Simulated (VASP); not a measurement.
Here is a VASP 6.6.1 calculation.

INCAR

```
ALGO     = Normal         # electronic algorithm
EDIFF    = 1E-6           # SCF threshold, eV
ENCUT    = 600            # plane-wave cutoff, eV
GGA      = RP             # functional
GGA_COMPAT= F            
ISIF     = 2              # what is computed and relaxed
ISMEAR   = -1             # smearing method
LASPH    = T              # aspherical terms in the spheres
LCHARG   = T              # write CHGCAR
LELF     = T              # ELF
LREAL    = F              # projectors in reciprocal space
LVHAR    = T            
LWAVE    = F              # write WAVECAR
NBANDS   = 16             # bands
NELM     = 120            # most SCF steps
PREC     = Accurate       # precision mode
SIGMA    = 0.1            # smearing width, eV
```

File KPOINTS:

```
k-points
0
Gamma
  5 5 5
```

POSCAR

```
TiN
1.0
    0.0000000000      2.1190000000      2.1190000000
    2.1190000000      0.0000000000      2.1190000000
    2.1190000000      2.1190000000      0.0000000000
Ti N
1 1
Direct
    0.0000000000      0.0000000000      0.0000000000
    0.5000000000      0.5000000000      0.5000000000
```

Potentials or basis: VASP PAW PBE potentials, release 64 (Ti_sv, N).

Command:

```console
$ cat potpaw_PBE.64/Ti_sv/POTCAR potpaw_PBE.64/N/POTCAR > POTCAR
$ mpirun -np 1 vasp_std > vasp.out
```

Predict the pressure.

7.7 GPa.

Caveat: the k points lie up to 0.51 Å⁻¹ apart; the PAW data sets were made with another functional, which shifts forces and pressure a little.
